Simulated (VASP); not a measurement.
Crystal: BaS.

```xyz
2
Lattice="0.0000 3.5194 3.5194 3.5194 0.0000 3.5194 3.5194 3.5194 0.0000" Properties=species:S:1:pos:R:3 pbc="T T T"
Ba    0.0000    0.0000    0.0000
S     1.7597    1.7597    1.7597
```

Base run:

- Program: VASP 6.6.1
- Functional: PBEsol
- Potentials or basis: VASP PAW PBE potentials, release 64 (Ba_sv, S)
- Cutoff: 500 eV
- k mesh: 4 × 4 × 4
- Occupations: gaussian, width 0.01 eV
- Spin: no spin polarisation

Its results: band gap on the k mesh 2.63 eV (least direct gap 3.32 eV); pressure -0.8 GPa.

The run is repeated on the same cell with these changes: functional from PBEsol to HSE06; cutoff from 500 eV to 400 eV; k mesh from 4 × 4 × 4 to 2 × 2 × 2. What comes out?

Band gap on the k mesh 3.69 eV (least direct gap 4.39 eV); pressure 0.3 GPa.

Several settings changed at once.

Caveats: some runs use coarse meshes; the PAW data sets were made with another functional, which shifts forces and pressure a little; spin-orbit coupling is left out, which moves the levels of the heavy elements.

A k mesh can miss the band edges.
